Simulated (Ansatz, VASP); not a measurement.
One calculation of Ta, two programs

```
CELL_PARAMETERS angstrom
-1.60174 1.60174 1.65128
1.60174 -1.60174 1.65128
1.60174 1.60174 -1.65128
ATOMIC_POSITIONS crystal
Ta 0.00000 0.00000 0.00000
```

Change from the starting cell: strain -0.030 along x and y, +0.000 along z, atoms carried along.

Alike in both runs: task single point; functional PBE; k mesh 20 × 20 × 20; occupations gaussian, width 0.15 eV; no spin polarisation.

|  | VASP | Ansatz |
| --- | --- | --- |
| version | VASP 6.6.1 | Ansatz 0.2.0 |
| potentials or method | VASP PAW PBE potentials, release 64 (Ta_pv), cutoff 520 eV | scalar-relativistic, plane waves, PAW |
| valence electrons in the cell | 11 | 13 |

Ansatz gave:

| Quantity | Value |
| --- | --- |
| gap on the k mesh at the Fermi level (eV) | none |
| pressure (GPa) | 17.4 |
| traceless stress, the component that is largest in VASP (GPa) | -2.79 |

**Question.** Estimate VASP's values.

**Answer.** gap on the k mesh at the Fermi level (eV): none; pressure (GPa): 17.6; traceless stress, the component that is largest in VASP (GPa): -2.78.

A gap of «none» marks a metal or a gap that the smearing closes. With one functional, cell and mesh, what is left measures potentials, basis and numerics. VASP's potentials hold 11 valence electrons a cell and Ansatz's 13, so a difference there can come from the potentials and not from the codes.

Neither program's run includes spin-orbit coupling.
